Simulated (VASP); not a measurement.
# I (Cmce) in VASP: settings compared

I is run at these levels: LDA, PBEsol; tasks: single point.

All numbers are computed with VASP 6.6.1; they aren't measurements. Logs are shortened: lines on timing, memory, paths and dates and some standing lists are left out, and cuts for length are marked.

## Step 1: The cell of the first run

The structure is orthorhombic, space group Cmce (No. 64). Conventional cell: a = 7.255 Å, b = 4.795 Å, c = 9.780 Å, α = 90.00°, β = 90.00°, γ = 90.00°. I (site symmetry m) has 3 I at 2.70 to 3.54 Å within 3.6 Å.

## Step 2: Single point, LDA

INCAR

```
SYSTEM = I
PREC = Accurate ; ENCUT = 520
EDIFF = 1E-6 ; ISMEAR = -1
SIGMA = 0.03 ; LREAL = .False.
LASPH = .True. ; NELM = 80
ALGO = Normal ; ISIF = 2
LWAVE = .False. ; LCHARG = .False.
GGA = CA ; NBANDS = 22
```

KPOINTS

```
Automatic mesh
0
Gamma
  6 6 3
  0 0 0
```

POSCAR

```
I
1.0
    3.6275000000     -2.3975000000      0.0000000000
    3.6275000000      2.3975000000      0.0000000000
    0.0000000000      0.0000000000      9.7800000000
I
4
Direct
    0.8500000000      0.1500000000      0.1170000000
    0.6500000000      0.3500000000      0.6170000000
    0.1500000000      0.8500000000      0.8830000000
    0.3500000000      0.6500000000      0.3830000000
```

Potentials or basis: VASP PAW LDA potentials, release 64 (I).

Command:

```
> cat potpaw_LDA.64/I/POTCAR > POTCAR
> mpirun -np 1 vasp_std > vasp.out
```

OUTCAR:

```text
SYSTEM = I
   PREC = Accurate
   ENCUT = 520
   EDIFF = 1E-6
   ISMEAR = -1
   LREAL = .False.
   LASPH = .True.
   NELM = 80
   ISIF = 2
   GGA = CA

 ion  position               nearest neighbor table
   1  0.850  0.150  0.117-   3 2.70   4 3.54   4 3.54
   2  0.650  0.350  0.617-   4 2.70   3 3.54   3 3.54
   3  0.150  0.850  0.883-   1 2.70   2 3.54   2 3.54
   4  0.350  0.650  0.383-   2 2.70   1 3.54   1 3.54

  LATTYP: Found a base centered orthorhombic cell.
 ALAT       =     4.7950000000
 B/A-ratio  =     1.5130344108
 C/A-ratio  =     2.0396246090

  Lattice vectors:

 A1 = (  -3.6275000000,  -2.3975000000,   0.0000000000)
 A2 = (   3.6275000000,  -2.3975000000,   0.0000000000)
 A3 = (   0.0000000000,   0.0000000000,   9.7800000000)

Analysis of symmetry for initial positions (statically):
=====================================================================
 Subroutine PRICEL returns:
 Original cell was already a primitive cell.

 Routine SETGRP: Setting up the symmetry group for a
 base centered orthorhombic supercell.

 Subroutine GETGRP returns: Found  8 space group operations
 (whereof  4 operations were pure point group operations)
 out of a pool of  8 trial point group operations.

The static configuration has the point symmetry C_2h.
 The point group associated with its full space group is D_2h.

Analysis of symmetry for dynamics (positions and initial velocities):
=====================================================================
 Subroutine PRICEL returns:
 Original cell was already a primitive cell.

 Routine SETGRP: Setting up the symmetry group for a
 base centered orthorhombic supercell.

 Subroutine GETGRP returns: Found  8 space group operations
 (whereof  4 operations were pure point group operations)
 out of a pool of  8 trial point group operations.

The dynamic configuration has the point symmetry C_2h.
 The point group associated with its full space group is D_2h.

 Subroutine INISYM returns: Found  8 space group operations
 (whereof  4 operations are pure point group operations),
 and found     1 'primitive' translations

----------------------------------------------------------------------------------------

                                     Primitive cell

  volume of cell :     170.1120

  direct lattice vectors                    reciprocal lattice vectors
     3.627500000 -2.397500000  0.000000000     0.137835975 -0.208550574  0.000000000
     3.627500000  2.397500000  0.000000000     0.137835975  0.208550574  0.000000000
     0.000000000  0.000000000  9.780000000     0.000000000  0.000000000  0.102249489

  length of vectors
     4.348190716  4.348190716  9.780000000     0.249984195  0.249984195  0.102249489

  position of ions in fractional coordinates (direct lattice)
     0.850000000  0.150000000  0.117000000
     0.650000000  0.350000000  0.617000000
     0.150000000  0.850000000  0.883000000
     0.350000000  0.650000000  0.383000000

  ion indices of the primitive-cell ions
   primitive index   ion index
                 1           1
                 2           2
                 3           3
                 4           4

----------------------------------------------------------------------------------------

 KPOINTS: Automatic mesh

Automatic generation of k-mesh.
 Grid dimensions read from file:
 generate k-points for:    6    6    3

 Generating k-lattice:

  Cartesian coordinates                     Fractional coordinates (reciprocal lattice)
     0.022972663 -0.034758429  0.000000000     0.166666667  0.000000000  0.000000000
     0.022972663  0.034758429  0.000000000     0.000000000  0.166666667  0.000000000
     0.000000000  0.000000000  0.034083163     0.000000000  0.000000000  0.333333333

  Length of vectors
     0.041664033  0.041664033  0.034083163

  Shift w.r.t. Gamma in fractional coordinates (k-lattice)
     0.000000000  0.000000000  0.000000000

 Subroutine IBZKPT returns following result:
 ===========================================

 Found     26 irreducible k-points:

 Following reciprocal coordinates:
            Coordinates               Weight
  0.000000  0.000000  0.000000      1.000000
  0.166667  0.000000  0.000000      4.000000
  0.333333 -0.000000  0.000000      4.000000
  0.500000  0.000000  0.000000      2.000000
  0.166667  0.166667  0.000000      2.000000
  0.333333  0.166667  0.000000      4.000000
[... 16 lines left out ...]
  0.333333  0.333333  0.333333      4.000000
  0.500000  0.333333  0.333333      8.000000
 [... further k-points ...]
   k-points           NKPTS =     26   k-points in BZ     NKDIM =     26   number of bands    NBANDS=     22
   number of dos      NEDOS =    301   number of ions     NIONS =      4
   total plane-waves  NPLWV =  81920
   dimension x,y,z NGX =    32 NGY =   32 NGZ =   80
   dimension x,y,z NGXF=    64 NGYF=   64 NGZF=  160
   ions per type =               4
   NGX,Y,Z   is equivalent  to a cutoff of  12.23, 12.23, 13.60 a.u.
   NGXF,Y,Z  is equivalent  to a cutoff of  24.47, 24.47, 27.20 a.u.
 SYSTEM =  I
   PREC   = accura    normal or accurate (medium, high low for compatibility)
   ISTART =      0    job   : 0-new  1-cont  2-samecut
   ICHARG =      2    charge: 1-file 2-atom 10-const
   ISPIN  =      1    spin polarized calculation?
   LNONCOLLINEAR =      F non collinear calculations
   LSORBIT =      F    spin-orbit coupling
   LASPH  =      T    aspherical Exc in radial PAW
   ENCUT  =  520.0 eV  38.22 Ry    6.18 a.u.   8.08  8.08 18.18*2*pi/ulx,y,z
   NELM   =     80;   NELMIN=  2; NELMDL= -5     # of ELM steps
   EDIFF  = 0.1E-05   stopping-criterion for ELM
   LREAL  =      F    real-space projection
   EDIFFG = 0.1E-04   stopping-criterion for IOM
   NSW    =      0    number of steps for IOM
   IBRION =     -1    ionic relax: 0-MD 1-quasi-New 2-CG
   NFREE  =      0    steps in history (QN), initial steepest desc. (CG)
   ISIF   =      2    stress and relaxation
   ISYM   =      2    0-nonsym 1-usesym 2-fastsym
   POTIM  = 0.5000    time-step for ionic-motion
   TEBEG  =    0.0;   TEEND  =   0.0 temperature during run
   PSTRESS=    0.0 pullay stress
   NELECT =      28.0000    total number of electrons
   NUPDOWN=      -1.0000    fix difference up-down
   EMIN   =  10.00;   EMAX   =-10.00  energy-range for DOS
   EFERMI =   0.00;   METHOD = LEGACY
   ISMEAR =    -1;   SIGMA  =   0.03  broadening in eV -4-tet -1-fermi 0-gaus
   EFERMI_NEDOS =   21; number of points for ismear=-14 and -15
   IALGO  =     38    algorithm
   IMIX   =      4    mixing-type and parameters
     AMIX     =   0.40;   BMIX     =  1.00
     AMIX_MAG =   1.60;   BMIX_MAG =  1.00
  volume/ion in A,a.u.               =      42.53       286.99
  Fermi-wavevector in a.u.,A,eV,Ry     =   0.897186  1.695436 10.951913  0.804943
  Thomas-Fermi vector in A             =   2.019739
   LORBIT       =      0    0 simple, 1 ext, 2 COOP (PROOUT), +10 PAW based schemes
   GGA     = CA    functional components
   LHFCALC =     F    Hartree Fock is set to
   AEXX    =    0.0000 exact exchange contribution
   IVDW    =     0    specifies the selected vdW correction
   LEPSILON=     F    determine dielectric tensor
   LRPA    =     F    only Hartree local field effects (RPA)
 non-spin polarized calculation
  energy-cutoff  :      520.00
  volume of cell :      170.11
 maximum number of plane-waves:      4606
   NGX = 17   NGY = 17   NGZ = 37

 number of electron      28.0000000 magnetization

 Free energy of the ion-electron system (eV)
  ---------------------------------------------------
  ext. energy  EPLUGINS =         0.00000000
  ---------------------------------------------------
  free energy    TOTEN  =        -7.83736404 eV

  energy without entropy =       -7.83736404  energy(sigma->0) =       -7.83736404

 E-fermi :   2.9403     XC(G=0):  -8.3984

 val. band max:        2.3517972698   @ k =   0.0000   0.0000   0.0000
 cond. band min:       3.5250203101   @ k =   0.5000   0.5000   0.0000
 fundamental gap:      1.1732230403
 Fermi energy:         2.9402994706

 k-point     1 :       0.0000    0.0000    0.0000
  band No.  band energies     occupation
      1     -11.2162      2.00000
      2     -10.7226      2.00000
      3      -9.2577      2.00000
      4      -8.2725      2.00000
      5      -2.1788      2.00000
      6      -0.8024      2.00000
[... 14 lines left out ...]
     21       9.4998      0.00000
     22       9.6838      0.00000

 k-point     2 :       0.1667    0.0000    0.0000
  band No.  band energies     occupation
      1     -11.1296      2.00000
      2     -10.6904      2.00000
      3      -9.1892      2.00000
      4      -8.3420      2.00000
      5      -2.1655      2.00000
      6      -1.0395      2.00000
[... 14 lines left out ...]
     21       9.2328      0.00000
     22       9.6725      0.00000

 k-point     3 :       0.3333   -0.0000    0.0000
  band No.  band energies     occupation
      1     -10.9180      2.00000
      2     -10.6488      2.00000
      3      -9.0119      2.00000
      4      -8.5328      2.00000
      5      -2.1979      2.00000
      6      -1.6675      2.00000
[... 14 lines left out ...]
     21       9.7969      0.00000
     22      10.6607      0.00000

 k-point     4 :       0.5000    0.0000    0.0000
  band No.  band energies     occupation
      1     -10.7156      2.00000
      2     -10.7156      2.00000
      3      -8.7791      2.00000
      4      -8.7791      2.00000
      5      -2.1260      2.00000
      6      -2.1260      2.00000
[... 14 lines left out ...]
     21      10.5653      0.00000
     22      10.5653      0.00000

 k-point     5 :       0.1667    0.1667    0.0000
  band No.  band energies     occupation
      1     -11.1399      2.00000
      2     -10.6670      2.00000
      3      -9.1921      2.00000
      4      -8.2618      2.00000
      5      -2.1136      2.00000
      6      -0.8876      2.00000
[... 14 lines left out ...]
     21       9.5281      0.00000
     22       9.6499      0.00000

 k-point     6 :       0.3333    0.1667    0.0000
  band No.  band energies     occupation
      1     -11.0050      2.00000
      2     -10.6081      2.00000
      3      -9.0825      2.00000
      4      -8.3373      2.00000
      5      -2.0827      2.00000
      6      -1.1951      2.00000
[... 14 lines left out ...]
     21       9.5802      0.00000
     22       9.9736      0.00000

 k-point     7 :       0.5000    0.1667    0.0000
  band No.  band energies     occupation
      1     -10.8124      2.00000
      2     -10.6079      2.00000
      3      -8.9140      2.00000
      4      -8.5604      2.00000
      5      -2.1254      2.00000
      6      -1.8059      2.00000
[... 324 lines left out ...]
      6      -1.7285      2.00000
[... 14 lines left out ...]
     21       9.8209      0.00000
     22      10.1137      0.00000

 k-point    21 :      -0.3333    0.1667    0.3333
  band No.  band energies     occupation
      1     -10.7328      2.00000
      2     -10.7014      2.00000
      3      -8.8052      2.00000
      4      -8.7507      2.00000
      5      -1.9626      2.00000
      6      -1.8446      2.00000
[... 14 lines left out ...]
     21      10.1793      0.00000
     22      10.5266      0.00000

 k-point    22 :      -0.1667    0.1667    0.3333
  band No.  band energies     occupation
      1     -10.9064      2.00000
      2     -10.7591      2.00000
      3      -8.9125      2.00000
      4      -8.6447      2.00000
      5      -2.0217      2.00000
      6      -1.6378      2.00000
[... 14 lines left out ...]
     21       9.6754      0.00000
     22       9.8302      0.00000

 k-point    23 :       0.3333    0.3333    0.3333
  band No.  band energies     occupation
      1     -10.8943      2.00000
      2     -10.6880      2.00000
      3      -8.8286      2.00000
      4      -8.4294      2.00000
      5      -1.7868      2.00000
      6      -1.3530      2.00000
[... 14 lines left out ...]
     21       9.4003      0.00000
     22      10.1968      0.00000

 k-point    24 :       0.5000    0.3333    0.3333
  band No.  band energies     occupation
      1     -10.8014      2.00000
      2     -10.6306      2.00000
      3      -8.7949      2.00000
      4      -8.4801      2.00000
      5      -1.8335      2.00000
      6      -1.5038      2.00000
[... 14 lines left out ...]
     21       9.6215      0.00000
     22      10.1960      0.00000

 [... further k-points ...]

------------------------ aborting loop because EDIFF is reached ----------------------------------------

  FORCE on cell =-STRESS in cart. coord.  units (eV):
  Direction    XX          YY          ZZ          XY          YZ          ZX
  --------------------------------------------------------------------------------------
  -------------------------------------------------------------------------------------
  Total       -0.8010937     -1.8954291     -1.2783394      0.0000000      0.0000000      0.0000000
  in kB       -7.5449957    -17.8518504    -12.0398717      0.0000000      0.0000000      0.0000000
  external PRESSURE =     -12.4789060 kB  Pullay stress =       0.0000000 kB

 VOLUME and BASIS-vectors are now :
 -----------------------------------------------------------------------------
  energy-cutoff  :      520.00
  volume of cell :      170.11
      direct lattice vectors                 reciprocal lattice vectors
     3.627500000 -2.397500000  0.000000000     0.137835975 -0.208550574  0.000000000
     3.627500000  2.397500000  0.000000000     0.137835975  0.208550574  0.000000000
     0.000000000  0.000000000  9.780000000     0.000000000  0.000000000  0.102249489

 POSITION                                       TOTAL-FORCE (eV/Angst)
 -----------------------------------------------------------------------------------
      3.62750     -1.67825      1.14426         0.000000      0.209056      0.477333
      3.62750     -0.71925      6.03426         0.000000     -0.209056      0.477333
      3.62750      1.67825      8.63574         0.000000     -0.209056     -0.477333
      3.62750      0.71925      3.74574         0.000000      0.209056     -0.477333
 -----------------------------------------------------------------------------------
    total drift:                                0.000000      0.000000      0.000000

  FREE ENERGIE OF THE ION-ELECTRON SYSTEM (eV)
  ---------------------------------------------------
  free  energy   TOTEN  =        -7.8373640443 eV

  energy  without entropy=       -7.8373640440  energy(sigma->0) =       -7.83736404
```

It took 51 s on 1 thread of AMD EPYC 9R45 (Zen 5), shared host; peak memory 0.21 GiB.

What came out:

* Free energy: -7.8374 eV
* Pressure: -1.2 GPa
* Largest force: 0.521 eV/Å
* Band gap on the k mesh: 1.17 eV, indirect (least direct gap 1.28 eV)

Forces on the atoms (eV/Å):
```
I    0.000  0.209  0.477
I    0.000 -0.209  0.477
I    0.000 -0.209 -0.477
I    0.000  0.209 -0.477
```

Stress tensor (GPa, compression positive):
```
-0.75  0.00  0.00
 0.00 -1.79  0.00
 0.00  0.00 -1.20
```

Caveat: spin-orbit coupling is left out, which moves the levels of the heavy elements.

## Step 3: Single point, PBEsol

INCAR

```
  PREC = Accurate
  ENCUT = 520
  EDIFF = 1E-7
  ISMEAR = -1
  SIGMA = 0.03
  LREAL = F
  LASPH = T
  NELM = 100
  ALGO = Normal
  ISIF = 2
  LWAVE = F
  LCHARG = F
  GGA = PS
  NBANDS = 22
```

KPOINTS

```
regular mesh
0
Gamma
  6 6 3
```

POSCAR is that of step 2.

Potentials or basis: VASP PAW PBE potentials, release 64 (I).

Command:

```
> cat potpaw_PBE.64/I/POTCAR > POTCAR
> mpirun -np 1 vasp_std > vasp.out
```

Run time: 49 s. Hardware: 1 thread of AMD EPYC 9R45 (Zen 5), shared host; peak memory 0.25 GiB.

Results (log left out):

```yaml
Free_energy: -6.8643 eV
Pressure: -0.3 GPa
Largest_force: 0.551 eV/Å
Band_gap_on_the_k_mesh: 1.22 eV, indirect (least direct gap 1.33 eV)
```

Forces in eV/Å, atoms in the order of the input:
```
I    0.000  0.231  0.500
I    0.000 -0.231  0.500
I    0.000 -0.231 -0.500
I    0.000  0.231 -0.500
```

Stress tensor (GPa, compression positive):
```
 0.04  0.00  0.00
 0.00 -0.78  0.00
 0.00  0.00 -0.08
```

Levels at points of the mesh, in eV from the valence-band top:
```
           k point  band 10  band 11  band 12  band 13  band 14  band 15  band 16  band 17  band 18  band 19
(0.00, 0.00, 0.00)    -1.15    -1.07    -0.51    -0.06     0.00     1.33     2.15     5.14     5.16     5.36
(0.50, 0.00, 0.00)    -1.64    -1.27    -1.27    -0.42    -0.42     2.22     2.22     5.34     5.34     7.32
(0.50, 0.50, 0.00)    -1.92    -1.87    -1.37    -0.69    -0.26     1.22     1.77     5.02     5.78     5.95
```

Caveat: the PAW data sets were made with another functional, which shifts forces and pressure a little; spin-orbit coupling is left out, which moves the levels of the heavy elements. As with any semilocal functional, this PBEsol gap is likely too small.
